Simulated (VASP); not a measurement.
# BN (Pm) in VASP: single point with PBE

Aim: the single point of BN with PBE.

All numbers are computed with VASP 6.6.1; they aren't measurements. Logs are shortened: lines on timing, memory, paths and dates and some standing lists are left out, and cuts for length are marked.

**1. The cell of the first run**

It takes space group Pm (No. 6, monoclinic). Conventional cell: a = 2.504 Å, b = 6.661 Å, c = 2.504 Å, α = 90.00°, β = 120.00°, γ = 90.00°. B (site symmetry m) has 3 N at 1.39 to 1.50 Å within 1.9 Å. Within 1.9 Å of B (site symmetry m) lie 3 N at 1.45 Å. Within 1.9 Å of N (site symmetry m) lie 3 B at 1.45 Å. Within 1.9 Å of N (site symmetry m) lie 3 B at 1.39 to 1.50 Å.

**2. Single point, PBE (mode 9 (1359.5 1/cm) frozen in, largest displacement +0.037 Å)**

INCAR

```
PREC = Accurate
ENCUT = 520
EDIFF = 1E-7
ISMEAR = 0
SIGMA = 0.05
LREAL = F
LASPH = T
NELM = 100
ALGO = Normal
ISIF = 2
LWAVE = F
LCHARG = F
GGA = PE
NBANDS = 16
```

KPOINTS

```
Automatic mesh
0
Gamma
  12 12 4
```

POSCAR

```
BN
1.0
    2.5039917043      0.0000000000      0.0000000000
   -1.2519958522      2.1685204268      0.0000000000
    0.0000000000      0.0000000000      6.6612000000
B N
2 2
Direct
    0.3483094213      0.6666666667      0.2500000000
    0.6666737278      0.3333333333      0.7500000000
    0.3333341358      0.6666666667      0.7500000000
    0.6551025143      0.3333333333      0.2500000000
```

Potentials or basis: VASP PAW PBE potentials, release 64 (B, N).

Command:

```console
$ cat potpaw_PBE.64/B/POTCAR potpaw_PBE.64/N/POTCAR > POTCAR
$ mpirun -np 1 vasp_std > vasp.out
```

OUTCAR:

```text
PREC = Accurate
   ENCUT = 520
   EDIFF = 1E-7
   ISMEAR = 0
   LREAL = F
   LASPH = T
   NELM = 100
   ISIF = 2
   GGA = PE

 ion  position               nearest neighbor table
   1  0.348  0.667  0.250-   4 1.39   4 1.45   4 1.50
   2  0.667  0.333  0.750-   3 1.45   3 1.45   3 1.45
   3  0.333  0.667  0.750-   2 1.45   2 1.45   2 1.45
   4  0.655  0.333  0.250-   1 1.39   1 1.45   1 1.50

  LATTYP: Found a hexagonal cell.
 ALAT       =     2.5039917043
 C/A-ratio  =     2.6602324555

  Lattice vectors:

 A1 = (   2.5039917043,   0.0000000000,   0.0000000000)
 A2 = (  -1.2519958522,   2.1685204268,   0.0000000000)
 A3 = (   0.0000000000,   0.0000000000,   6.6612000000)

Analysis of symmetry for initial positions (statically):
=====================================================================
 Subroutine PRICEL returns:
 Original cell was already a primitive cell.

 Routine SETGRP: Setting up the symmetry group for a
 hexagonal supercell.

 Subroutine GETGRP returns: Found  2 space group operations
 (whereof  1 operations were pure point group operations)
 out of a pool of 24 trial point group operations.

The static configuration has the point symmetry C_1 .
 The point group associated with its full space group is C_1h.

Analysis of symmetry for dynamics (positions and initial velocities):
=====================================================================
 Subroutine PRICEL returns:
 Original cell was already a primitive cell.

 Routine SETGRP: Setting up the symmetry group for a
 hexagonal supercell.

 Subroutine GETGRP returns: Found  2 space group operations
 (whereof  1 operations were pure point group operations)
 out of a pool of 24 trial point group operations.

The dynamic configuration has the point symmetry C_1 .
 The point group associated with its full space group is C_1h.

 Subroutine INISYM returns: Found  2 space group operations
 (whereof  1 operations are pure point group operations),
 and found     1 'primitive' translations

----------------------------------------------------------------------------------------

                                     Primitive cell

  volume of cell :      36.1700

  direct lattice vectors                    reciprocal lattice vectors
     2.503991704  0.000000000  0.000000000     0.399362345  0.230571958  0.000000000
    -1.251995852  2.168520427  0.000000000     0.000000000  0.461143915  0.000000000
     0.000000000  0.000000000  6.661200000     0.000000000  0.000000000  0.150123101

[... 90 lines left out ...]
   NSW    =      0    number of steps for IOM
   IBRION =     -1    ionic relax: 0-MD 1-quasi-New 2-CG
   NFREE  =      0    steps in history (QN), initial steepest desc. (CG)
   ISIF   =      2    stress and relaxation
   ISYM   =      2    0-nonsym 1-usesym 2-fastsym
   POTIM  = 0.5000    time-step for ionic-motion
   TEBEG  =    0.0;   TEEND  =   0.0 temperature during run
   PSTRESS=    0.0 pullay stress
   NELECT =      16.0000    total number of electrons
   NUPDOWN=      -1.0000    fix difference up-down
   EMIN   =  10.00;   EMAX   =-10.00  energy-range for DOS
   EFERMI =   0.00;   METHOD = LEGACY
   ISMEAR =     0;   SIGMA  =   0.05  broadening in eV -4-tet -1-fermi 0-gaus
   EFERMI_NEDOS =   21; number of points for ismear=-14 and -15
   IALGO  =     38    algorithm
   IMIX   =      4    mixing-type and parameters
     AMIX     =   0.40;   BMIX     =  1.00
     AMIX_MAG =   1.60;   BMIX_MAG =  1.00
  volume/ion in A,a.u.               =       9.04        61.02
  Fermi-wavevector in a.u.,A,eV,Ry     =   1.247379  2.357205 21.170055  1.555955
  Thomas-Fermi vector in A             =   2.381514
   LORBIT       =      0    0 simple, 1 ext, 2 COOP (PROOUT), +10 PAW based schemes
   GGA     = PE    functional components
   LHFCALC =     F    Hartree Fock is set to
   AEXX    =    0.0000 exact exchange contribution
   IVDW    =     0    specifies the selected vdW correction
   LEPSILON=     F    determine dielectric tensor
   LRPA    =     F    only Hartree local field effects (RPA)
 non-spin polarized calculation
 Gauss-broadening in eV      SIGMA  =   0.05
  energy-cutoff  :      520.00
  volume of cell :       36.17
 maximum number of plane-waves:       992
   NGX =  9   NGY =  9   NGZ = 25

 number of electron      15.9999998 magnetization

 Free energy of the ion-electron system (eV)
  ---------------------------------------------------
  ext. energy  EPLUGINS =         0.00000000
  ---------------------------------------------------
  free energy    TOTEN  =       -35.06333974 eV

  energy without entropy =      -35.06333974  energy(sigma->0) =      -35.06333974

 E-fermi :   2.4832     XC(G=0): -10.0478

 val. band max:        2.2451792840   @ k =  -0.3333  -0.4167   0.0000
 cond. band min:       6.3731520755   @ k =   0.5000   0.5000   0.0000
 fundamental gap:      4.1279727916
 Fermi energy:         2.4831925949

 k-point     1 :       0.0000    0.0000    0.0000
  band No.  band energies     occupation
      1     -15.5504      2.00000
      2     -15.2632      2.00000
      3      -3.9573      2.00000
      4      -1.8659      2.00000
      5       0.1745      2.00000
      6       0.9308      2.00000
[... 433 lines left out ...]
      3      -2.6695      2.00000
      4      -2.3635      2.00000
      5      -2.0353      2.00000
      6      -0.7205      2.00000
[... 8 lines left out ...]
     15      16.6260      0.00000
     16      17.6101      0.00000

 [... further k-points ...]

------------------------ aborting loop because EDIFF is reached ----------------------------------------

  FORCE on cell =-STRESS in cart. coord.  units (eV):
  Direction    XX          YY          ZZ          XY          YZ          ZX
  --------------------------------------------------------------------------------------
  -------------------------------------------------------------------------------------
  Total        1.2001667      1.0500707      0.6082507     -0.8610039      0.0000000      0.0000000
  in kB       53.1622418     46.5136309     26.9428974    -38.1387829      0.0000000      0.0000000
  external PRESSURE =      42.2062567 kB  Pullay stress =       0.0000000 kB

 VOLUME and BASIS-vectors are now :
 -----------------------------------------------------------------------------
  energy-cutoff  :      520.00
  volume of cell :       36.17
      direct lattice vectors                 reciprocal lattice vectors
     2.503991704  0.000000000  0.000000000     0.399362345  0.230571958  0.000000000
    -1.251995852  2.168520427  0.000000000     0.000000000  0.461143915  0.000000000
     0.000000000  0.000000000  6.661200000     0.000000000  0.000000000  0.150123101

 POSITION                                       TOTAL-FORCE (eV/Angst)
 -----------------------------------------------------------------------------------
      0.03750      1.44568      1.66530        -2.756466      0.284682      0.000000
      1.25201      0.72284      4.99590        -0.001397     -0.000071      0.000000
      0.00000      1.44568      4.99590        -0.000176      0.000746      0.000000
      1.22304      0.72284      1.66530         2.758039     -0.285357      0.000000
 -----------------------------------------------------------------------------------
    total drift:                               -0.000007      0.000017     -0.000000

  FREE ENERGIE OF THE ION-ELECTRON SYSTEM (eV)
  ---------------------------------------------------
  free  energy   TOTEN  =       -35.0633397388 eV

  energy  without entropy=      -35.0633397388  energy(sigma->0) =      -35.06333974
```

It took 2 min on 1 thread of Intel Xeon Platinum 8375C at 2.90GHz (Ice Lake), shared host; peak memory 0.22 GiB.

What came out:

| Item | Value |
| --- | --- |
| Free energy | -35.0633 eV |
| Pressure | 4.2 GPa |
| Largest force | 2.773 eV/Å |
| Band gap on the k mesh | 4.13 eV, indirect (least direct gap 4.50 eV) |

Forces on the atoms (eV/Å):
```
B   -2.756  0.285  0.000
B   -0.001  0.000  0.000
N    0.000  0.001  0.000
N    2.758 -0.285  0.000
```

Caveat: the cell differs from its parent crystal (mode 9 (1359.5 1/cm) frozen in, largest displacement +0.037 Å); this functional lacks dispersion, which binds the layers, so the pressure and a relaxed spacing across them are unreliable; forces of over 1 eV/Å act on the atoms, so gaps and moduli don't describe the material at rest.
